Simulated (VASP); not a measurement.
Set up this calculation in VASP 6.6.1, as the native input.

```
Task                   : relaxation of cell and atoms
Functional             : PBE
Potentials or basis    : VASP PAW PBE potentials, release 64 (Re)
Cutoff                 : 600 eV
k mesh                 : 11 × 11 × 6
Occupations            : fermi-dirac, width 0.05 eV
Spin                   : no spin polarisation
Target pressure        : 30 GPa
Dipole correction      : no
Further INCAR settings : ALGO = Normal; EDIFF = 1e-07; IBRION = 2; EDIFFG = -0.01; NSW = 60; ISIF = 3
```

The structure of Re lies in POSCAR:

```
Re
1.0
    2.7608000000      0.0000000000      0.0000000000
   -1.3804000000      2.3909229348      0.0000000000
    0.0000000000      0.0000000000      4.4582000000
Re
2
Direct
    0.6666666667      0.3333333333      0.7500000000
    0.3333333333      0.6666666667      0.2500000000
```

These files were run (other wordings do the same):

INCAR

```
SYSTEM = Re
ALGO = Normal
EDIFF = 1E-7
EDIFFG = -0.01
ENCUT = 600
GGA = PE
IBRION = 2
ISIF = 3
ISMEAR = -1
LASPH = .TRUE.
LCHARG = .FALSE.
LREAL = .FALSE.
LWAVE = .FALSE.
NELM = 100
NSW = 60
PREC = Accurate
PSTRESS = 300.0
SIGMA = 0.05
```

KPOINTS

```
k-points
0
G
  11 11 6
  0 0 0
```

Potentials or basis: VASP PAW PBE potentials, release 64 (Re).

Command:

```console
$ cat potpaw_PBE.64/Re/POTCAR > POTCAR
$ mpirun -np 1 vasp_std > vasp.out
```

It gave:

```
Relaxed volume                                         : 13.94 Å³/atom
Relaxed cell                                           : a = 2.711 Å, b = 2.711 Å, c = 4.380 Å, α = 90.00°, β = 90.00°, γ = 120.00°
Space group after relaxing (to 0.05 Å)                 : P6_3/mmc (No. 194)
Energy change on relaxing (the enthalpy is what falls) : +83.9 meV/atom
Ionic steps                                            : 10
Pressure after relaxing                                : 30.0 GPa
Band gap on the k mesh                                 : zero (band 7 reaches 10.10 eV, above the bottom of band 8 at 6.71 eV)
```

Caveat: the cell is relaxed towards a set pressure, so the enthalpy falls and the energy may rise; spin-orbit coupling is left out, which moves the levels of the heavy elements.

Wall time 53 s on 1 thread of Intel(R) Xeon(R) 6975P-C (Granite Rapids), on a shared host, peak memory 0.18 GiB.
